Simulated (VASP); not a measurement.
The system is Ta.

```xyz
1
Lattice="-1.5410 1.5410 1.5410 1.5410 -1.5410 1.5410 1.5410 1.5410 -1.5410" Properties=species:S:1:pos:R:3 pbc="T T T"
Ta    0.0000    0.0000    0.0000
```

Base run:

| Property | Result |
| --- | --- |
| Program | VASP 6.6.1 |
| Functional | PBEsol |
| Potentials or basis | VASP PAW PBE potentials, release 64 (Ta_pv) |
| Cutoff | 500 eV |
| k mesh | 12 × 12 × 12 |
| Occupations | fermi-dirac, width 0.1 eV |
| Spin | no spin polarisation |

Its results: pressure 55.7 GPa.

**Question.** The run is repeated on the same cell with these changes: functional from PBEsol to PBE. What comes out?

**Answer.** Pressure 65.8 GPa.

PBE binds less tightly than PBEsol, so the same cell stands under more pressure.

Caveats: the PAW data sets were made with another functional, which shifts forces and pressure a little (some runs).
